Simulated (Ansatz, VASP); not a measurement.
**One calculation of BaS, two programs**

```
Ba S
1.0
     0.00000    2.93825    3.44925
     2.93825    0.00000    3.44925
     2.93825    2.93825    0.00000
Ba S
1 1
Direct
  0.00000 0.00000 0.00000
  0.50000 0.50000 0.50000
```

Change from the starting cell: strain -0.080 along x and y, +0.080 along z, atoms carried along.

Alike in both runs: task single point; functional r2SCAN; k mesh 6 × 6 × 6; occupations gaussian, width 0.05 eV; no spin polarisation.

|  | VASP | Ansatz |
| --- | --- | --- |
| version | VASP 6.6.1 | Ansatz 0.2.0 |
| potentials or method | VASP PAW PBE potentials, release 64 (Ba_sv, S), cutoff 520 eV | scalar-relativistic, plane waves, PAW |
| valence electrons in the cell | 16 | 16 |

```tsv
	VASP	Ansatz	Ansatz less VASP
gap on the k mesh at the Fermi level (eV)	1.97	2.04	+0.073
least direct gap on the mesh (eV)	1.97	2.04	+0.073
pressure (GPa)	10.8	9.7	-1.04
traceless stress, the component that is largest in VASP (GPa)	-13.14	-12.22	+0.925
```

VASP's potentials were made for PBE, not for r2SCAN.

Spin-orbit coupling is off throughout.
